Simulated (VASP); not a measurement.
# PtSe2 in VASP: single point with HSE06

Aim: the single point of PtSe2 with HSE06.

Program: VASP 6.6.1. These are calculated values, not measurements. Logs are shortened: lines on timing, memory, paths and dates and some standing lists are left out, and cuts for length are marked.

### 1 The cell of the first run

The cell holds a sheet with vacuum, 3 atoms: a = 3.727 Å, b = 3.727 Å, c = 28.960 Å, α = 90.00°, β = 90.00°, γ = 120.00°.

### 2 Single point, HSE06

File POSCAR:

```
PtSe2
1.0
    3.7270000000      0.0000000000      0.0000000000
   -1.8635000000      3.2276766799      0.0000000000
    0.0000000000      0.0000000000     28.9599999964
Se Pt
2 1
Direct
    0.6666666667      0.3333333333      0.3099784451
    0.3333333333      0.6666666667      0.4006569141
    0.0000000000      0.0000000000      0.3553176796
```

File INCAR.step1:

```
PREC = Accurate ; ENCUT = 400
EDIFF = 1E-5 ; ISMEAR = 0
SIGMA = 0.01 ; LREAL = False
LASPH = True ; NELM = 120
ALGO = Normal ; ISIF = 2
LWAVE = True ; LDIPOL = True
IDIPOL = 3 ; DIPOL = 0.5 0.5 0.355
GGA = PE ; NBANDS = 18
GGA_COMPAT = False ; NELMDL = -8
```

File INCAR.step2:

```
PREC = Accurate ; ENCUT = 400
EDIFF = 1E-6 ; ISMEAR = 0
SIGMA = 0.01 ; LREAL = False
LASPH = True ; NELM = 120
ALGO = Normal ; ISIF = 2
LWAVE = False ; LCHARG = True
LDIPOL = True ; IDIPOL = 3
DIPOL = 0.5 0.5 0.355 ; GGA = PE
LHFCALC = True ; HFSCREEN = 0.2079
PRECFOCK = Normal ; LELF = True
LVHAR = True ; LVACPOTAV = True
ISTART = 1 ; NBANDS = 18
GGA_COMPAT = False
```

File KPOINTS:

```
regular mesh
0
Gamma
  8 8 1
```

Potentials or basis: VASP PAW PBE potentials, release 64 (Se, Pt).

Launch:

```
$ cat potpaw_PBE.64/Se/POTCAR potpaw_PBE.64/Pt/POTCAR > POTCAR
$ cp INCAR.step1 INCAR
$ mpirun -np 1 vasp_std > vasp.out
$ cp INCAR.step2 INCAR
$ mpirun -np 1 vasp_std > vasp.out
```

OUTCAR:

```text
PREC = Accurate
   ENCUT = 400
   EDIFF = 1E-6
   ISMEAR = 0
   LREAL = False
   LASPH = True
   NELM = 120
   ISIF = 2
   GGA = PE
   LHFCALC = True
   HFSCREEN = 0.2079
   PRECFOCK = Normal
   ISTART = 1

 ion  position               nearest neighbor table
   1  0.667  0.333  0.310-   3 2.52   3 2.52   3 2.52
   2  0.333  0.667  0.401-   3 2.52   3 2.52   3 2.52
   3  0.000  0.000  0.355-   1 2.52   2 2.52   2 2.52   1 2.52   1 2.52   2 2.52

  LATTYP: Found a hexagonal cell.
 ALAT       =     3.7270000000
 C/A-ratio  =     7.7703246569

  Lattice vectors:

 A1 = (   3.7270000000,   0.0000000000,   0.0000000000)
 A2 = (  -1.8635000000,   3.2276766799,   0.0000000000)
 A3 = (   0.0000000000,   0.0000000000,  28.9599999964)

Analysis of symmetry for initial positions (statically):
=====================================================================
 Subroutine PRICEL returns:
 Original cell was already a primitive cell.

 Routine SETGRP: Setting up the symmetry group for a
 hexagonal supercell.

 Subroutine GETGRP returns: Found 12 space group operations
 (whereof  6 operations were pure point group operations)
 out of a pool of 24 trial point group operations.

The static configuration has the point symmetry C_3v.
 The point group associated with its full space group is D_3d.

Analysis of symmetry for dynamics (positions and initial velocities):
=====================================================================
 Subroutine PRICEL returns:
 Original cell was already a primitive cell.

 Routine SETGRP: Setting up the symmetry group for a
 hexagonal supercell.

 Subroutine GETGRP returns: Found 12 space group operations
 (whereof  6 operations were pure point group operations)
 out of a pool of 24 trial point group operations.

The dynamic configuration has the point symmetry C_3v.
 The point group associated with its full space group is D_3d.

 Subroutine INISYM returns: Found 12 space group operations
 (whereof  6 operations are pure point group operations),
 and found     1 'primitive' translations

----------------------------------------------------------------------------------------

                                     Primitive cell

  volume of cell :     348.3758

  direct lattice vectors                    reciprocal lattice vectors
     3.727000000  0.000000000  0.000000000     0.268312316  0.154910188  0.000000000
    -1.863500000  3.227676680  0.000000000     0.000000000  0.309820375  0.000000000
     0.000000000  0.000000000 28.959999996     0.000000000  0.000000000  0.034530387

  length of vectors
     3.727000000  3.727000000 28.959999996     0.309820375  0.309820375  0.034530387

  position of ions in fractional coordinates (direct lattice)
     0.666666667  0.333333333  0.309978445
     0.333333333  0.666666667  0.400656914
     0.000000000  0.000000000  0.355317680

  ion indices of the primitive-cell ions
   primitive index   ion index
                 1           1
                 2           2
                 3           3

----------------------------------------------------------------------------------------

 KPOINTS: regular mesh

Automatic generation of k-mesh.
 Grid dimensions read from file:
 generate k-points for:    8    8    1

 Generating k-lattice:

  Cartesian coordinates                     Fractional coordinates (reciprocal lattice)
     0.033539039  0.019363773  0.000000000     0.125000000  0.000000000  0.000000000
     0.000000000  0.038727547  0.000000000     0.000000000  0.125000000  0.000000000
     0.000000000  0.000000000  0.034530387     0.000000000  0.000000000  1.000000000

  Length of vectors
     0.038727547  0.038727547  0.034530387

  Shift w.r.t. Gamma in fractional coordinates (k-lattice)
     0.000000000  0.000000000  0.000000000

 Subroutine IBZKPT returns following result:
 ===========================================

 Found     10 irreducible k-points:

 Following reciprocal coordinates:
            Coordinates               Weight
  0.000000  0.000000  0.000000      1.000000
  0.125000 -0.000000  0.000000      6.000000
  0.250000 -0.000000  0.000000      6.000000
  0.375000 -0.000000  0.000000      6.000000
  0.500000 -0.000000  0.000000      3.000000
  0.125000  0.125000  0.000000      6.000000
  0.250000  0.125000  0.000000     12.000000
  0.375000  0.125000  0.000000     12.000000
  0.250000  0.250000  0.000000      6.000000
  0.375000  0.250000  0.000000      6.000000
   k-points           NKPTS =     10   k-points in BZ     NKDIM =     64   number of bands    NBANDS=     18
   number of dos      NEDOS =    301   number of ions     NIONS =      3
   total plane-waves  NPLWV = 110592
   dimension x,y,z NGX =    24 NGY =   24 NGZ =  192
   dimension x,y,z NGXF=    48 NGYF=   48 NGZF=  384
   ions per type =               2   1
   NGX,Y,Z   is equivalent  to a cutoff of  10.71, 10.71, 11.02 a.u.
   NGXF,Y,Z  is equivalent  to a cutoff of  21.41, 21.41, 22.04 a.u.
 SYSTEM =  unknown system
   PREC   = accura    normal or accurate (medium, high low for compatibility)
   ISTART =      1    job   : 0-new  1-cont  2-samecut
   ICHARG =      0    charge: 1-file 2-atom 10-const
   ISPIN  =      1    spin polarized calculation?
   LNONCOLLINEAR =      F non collinear calculations
   LSORBIT =      F    spin-orbit coupling
   LASPH  =      T    aspherical Exc in radial PAW
   ENCUT  =  400.0 eV  29.40 Ry    5.42 a.u.   6.08  6.08 47.23*2*pi/ulx,y,z
   NELM   =    120;   NELMIN=  2; NELMDL=  0     # of ELM steps
   EDIFF  = 0.1E-05   stopping-criterion for ELM
   LREAL  =      F    real-space projection
   EDIFFG = 0.1E-04   stopping-criterion for IOM
   NSW    =      0    number of steps for IOM
   IBRION =     -1    ionic relax: 0-MD 1-quasi-New 2-CG
   NFREE  =      0    steps in history (QN), initial steepest desc. (CG)
   ISIF   =      2    stress and relaxation
   ISYM   =      3    0-nonsym 1-usesym 2-fastsym
   POTIM  = 0.5000    time-step for ionic-motion
   TEBEG  =    0.0;   TEEND  =   0.0 temperature during run
   PSTRESS=    0.0 pullay stress
   NELECT =      22.0000    total number of electrons
   NUPDOWN=      -1.0000    fix difference up-down
   EMIN   =  10.00;   EMAX   =-10.00  energy-range for DOS
   EFERMI =   0.00;   METHOD = LEGACY
   ISMEAR =     0;   SIGMA  =   0.01  broadening in eV -4-tet -1-fermi 0-gaus
   EFERMI_NEDOS =   21; number of points for ismear=-14 and -15
   IALGO  =     38    algorithm
   IMIX   =      1    mixing-type and parameters
     AMIX     =   0.40;   BMIX     =  1.00
     AMIX_MAG =   1.60;   BMIX_MAG =  1.00
  volume/ion in A,a.u.               =     116.13       783.65
  Fermi-wavevector in a.u.,A,eV,Ry     =   0.651928  1.231966  5.782616  0.425010
  Thomas-Fermi vector in A             =   1.721685
   LORBIT       =      0    0 simple, 1 ext, 2 COOP (PROOUT), +10 PAW based schemes
   GGA     = PE    functional components
   LHFCALC =     T    Hartree Fock is set to
   PRECFOCK=normal    Normal, Fast or Accurate (Low or Medium for compatibility)
   ENCUT4O =  -1.0   cutoff for four orbital integrals eV
   NKREDX  =     1    reduce k-point grid by
   NKREDY  =     1    reduce k-point grid by
   NKREDZ  =     1    reduce k-point grid by
   AEXX    =    0.2500 exact exchange contribution
   HFSCREEN=    0.2079 screening length (either q_TF or 0.3 A-1)
   HFSCREENC=   0.2079 screening length for correlation (either q_TF or 0.3 A-1)
   ENCUTFOCK=  -1.0 apply spherical cutoff to Coloumb kernel
   IVDW    =     0    specifies the selected vdW correction
   LEPSILON=     F    determine dielectric tensor
   LRPA    =     F    only Hartree local field effects (RPA)
 non-spin polarized calculation
 Gauss-broadening in eV      SIGMA  =   0.01
  energy-cutoff  :      400.00
  volume of cell :      348.38
 maximum number of plane-waves:      6396
  NGX = 20; NGY = 20; NGZ =150

 number of electron      21.9999994 magnetization

 dipolmoment           0.000000      0.000000      0.000012 electrons x Angstroem

 Free energy of the ion-electron system (eV)
  ---------------------------------------------------
  ext. energy  EPLUGINS =         0.00000000
  ---------------------------------------------------
  free energy    TOTEN  =       -17.26525874 eV

  energy without entropy =      -17.26525874  energy(sigma->0) =      -17.26525874

 E-fermi :  -4.1599     XC(G=0):  -1.9217

 val. band max:       -4.2365630977   @ k =   0.0000   0.0000   0.0000
 cond. band min:      -2.2905221048   @ k =   0.2500  -0.0000   0.0000
 fundamental gap:      1.9460409929
 Fermi energy:        -4.1598847988

 k-point     1 :       0.0000    0.0000    0.0000
  band No.  band energies     occupation
      1     -19.6164      2.00000
      2     -17.6254      2.00000
      3     -10.0818      2.00000
      4      -9.9418      2.00000
      5      -9.9418      2.00000
      6      -7.8845      2.00000
[... 10 lines left out ...]
     17       2.1069      0.00000
     18       2.5574      0.00000

 k-point     2 :       0.1250   -0.0000    0.0000
  band No.  band energies     occupation
      1     -19.4339      2.00000
      2     -17.6400      2.00000
      3      -9.9889      2.00000
      4      -9.8939      2.00000
      5      -9.8212      2.00000
      6      -8.0771      2.00000
[... 10 lines left out ...]
     17       2.6670      0.00000
     18       2.9058      0.00000

 k-point     3 :       0.2500   -0.0000    0.0000
  band No.  band energies     occupation
      1     -18.9417      2.00000
      2     -17.6814      2.00000
      3     -10.0359      2.00000
      4      -9.5572      2.00000
      5      -9.4428      2.00000
      6      -8.7671      2.00000
[... 10 lines left out ...]
     17       2.9619      0.00000
     18       3.3363      0.00000

 k-point     4 :       0.3750   -0.0000    0.0000
  band No.  band energies     occupation
      1     -18.3375      2.00000
      2     -17.7392      2.00000
      3     -10.5756      2.00000
      4      -9.4264      2.00000
      5      -9.2037      2.00000
      6      -8.6391      2.00000
[... 10 lines left out ...]
     17       3.7941      0.00000
     18       4.1090      0.00000

 k-point     5 :       0.5000   -0.0000    0.0000
  band No.  band energies     occupation
      1     -18.0131      2.00000
      2     -17.7927      2.00000
      3     -11.0426      2.00000
      4      -9.4293      2.00000
      5      -8.8451      2.00000
      6      -8.3753      2.00000
[... 10 lines left out ...]
     17       4.6924      0.00000
     18       5.1331      0.00000

 k-point     6 :       0.1250    0.1250    0.0000
  band No.  band energies     occupation
      1     -19.0953      2.00000
      2     -17.6680      2.00000
      3      -9.9693      2.00000
      4      -9.6596      2.00000
      5      -9.6002      2.00000
      6      -8.3882      2.00000
[... 10 lines left out ...]
     17       3.1055      0.00000
     18       3.3548      0.00000

 k-point     7 :       0.2500    0.1250    0.0000
  band No.  band energies     occupation
      1     -18.5367      2.00000
      2     -17.7160      2.00000
      3     -10.0699      2.00000
      4      -9.6611      2.00000
      5      -9.2097      2.00000
      6      -8.7518      2.00000
[... 10 lines left out ...]
     17       3.6414      0.00000
     18       3.9332      0.00000

 k-point     8 :       0.3750    0.1250    0.0000
  band No.  band energies     occupation
      1     -18.0413      2.00000
      2     -17.7723      2.00000
      3     -10.7450      2.00000
      4      -9.5681      2.00000
      5      -8.9124      2.00000
      6      -8.4182      2.00000
[... 10 lines left out ...]
     17       4.5664      0.00000
     18       4.9770      0.00000

 k-point     9 :       0.2500    0.2500    0.0000
  band No.  band energies     occupation
      1     -18.0657      2.00000
      2     -17.7554      2.00000
      3     -10.2257      2.00000
      4      -9.7829      2.00000
      5      -9.1105      2.00000
      6      -8.5173      2.00000
[... 10 lines left out ...]
     17       4.7657      0.00000
     18       4.9081      0.00000

 k-point    10 :       0.3750    0.2500    0.0000
  band No.  band energies     occupation
      1     -17.8247      2.00000
      2     -17.7928      2.00000
      3     -10.3685      2.00000
      4      -9.7213      2.00000
      5      -9.3403      2.00000
      6      -8.2252      2.00000
[... 10 lines left out ...]
     17       5.4042      0.00000
     18       5.5332      0.00000

------------------------ aborting loop because EDIFF is reached ----------------------------------------

 vacuum level on the upper side and lower side of the slab       (xc-potential included)        -0.012        -0.012

  FORCE on cell =-STRESS in cart. coord.  units (eV):
  Direction    XX          YY          ZZ          XY          YZ          ZX
  --------------------------------------------------------------------------------------
  -------------------------------------------------------------------------------------
  Total       -1.5455480     -1.5455480     -0.9939878     -0.0000000      0.0000000      0.0000000
  in kB       -7.1079621     -7.1079621     -4.5713416     -0.0000000      0.0000000      0.0000000
  external PRESSURE =      -6.2624220 kB  Pullay stress =       0.0000000 kB

 VOLUME and BASIS-vectors are now :
 -----------------------------------------------------------------------------
  energy-cutoff  :      400.00
  volume of cell :      348.38
      direct lattice vectors                 reciprocal lattice vectors
     3.727000000  0.000000000  0.000000000     0.268312316  0.154910188  0.000000000
    -1.863500000  3.227676680  0.000000000     0.000000000  0.309820375  0.000000000
     0.000000000  0.000000000 28.959999996     0.000000000  0.000000000  0.034530387

 POSITION                                       TOTAL-FORCE (eV/Angst)
 -----------------------------------------------------------------------------------
      1.86350      1.07589      8.97698         0.000000      0.000000      0.366125
     -0.00000      2.15178     11.60302        -0.000000     -0.000000     -0.366125
      0.00000      0.00000     10.29000        -0.000000     -0.000000     -0.000000
 -----------------------------------------------------------------------------------
    total drift:                                0.000000      0.000000      0.000183

  FREE ENERGIE OF THE ION-ELECTRON SYSTEM (eV)
  ---------------------------------------------------
  free  energy   TOTEN  =       -17.2652587401 eV

  energy  without entropy=      -17.2652587401  energy(sigma->0) =      -17.26525874

 vacuum level on the upper side and lower side of the slab         1.937         1.937
```

It took 75 min on 1 thread of Intel Xeon 8259CL, shared host; peak memory 0.5 GiB.

What came out:

- Free energy: -17.2653 eV
- Largest force: 0.366 eV/Å
- Band gap on the k mesh: 1.95 eV (least direct gap 2.25 eV)
- Ionisation potential of the upper face: 6.17 eV

Forces in eV/Å, atoms in the order of the input:
```
Se   0.000  0.000  0.366
Se   0.000  0.000 -0.366
Pt   0.000  0.000  0.000
```

Caveat: the PAW data sets were made with another functional, which shifts forces and pressure a little; spin-orbit coupling is left out, which moves the levels of the heavy elements.
